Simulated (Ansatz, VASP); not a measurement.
# Two plane-wave programs on Sn4Se3

```xyz
14
Lattice="-4.5702 4.5702 4.5702 4.5702 -4.5702 4.5702 4.5702 4.5702 -4.5702" Properties=species:S:1:pos:R:3 pbc="T T T"
Sn    1.6968    6.2670   -1.6968
Sn   -1.6968    1.6968    6.2670
Sn    0.5883    0.5883    0.5883
Sn    6.2670   -1.6968    1.6968
Sn    0.5883   -0.5883    3.9819
Sn    2.8734    2.8734    2.8734
Sn    3.9819    0.5883   -0.5883
Sn   -0.5883    3.9819    0.5883
Se    0.0000    2.2851    3.4276
Se    6.8553    1.1425    0.0000
Se    1.1425    0.0000    6.8553
Se    0.0000    6.8553    1.1425
Se    3.4276    0.0000    2.2851
Se    2.2851    3.4276    0.0000
```

Alike in both runs: functional PBE; k mesh 6 × 6 × 6; occupations gaussian, width 0.1 eV; no spin polarisation.

Ansatz relaxed the structure, and its values are those at the end. VASP's run is a single point on that final structure, the one shown.

|  | VASP | Ansatz |
| --- | --- | --- |
| version | VASP 6.6.1 | Ansatz 0.2.0 |
| potentials or method | VASP PAW PBE potentials, release 64 (Sn_d, Se), cutoff 520 eV | scalar-relativistic, plane waves, PAW |
| valence electrons in the cell | 148 | 208 |

```csv
,VASP,Ansatz,Ansatz less VASP
gap on the k mesh at the Fermi level (eV),none,none,-
pressure (GPa),0.0,0.0,+0.01
rms of the force components (eV/Å),0.003,0.001,-0.0017
```

A gap of «none» marks a metal or a gap that the smearing closes. VASP's potentials hold 148 valence electrons a cell and Ansatz's 208, so a difference there can come from the potentials and not from the codes.
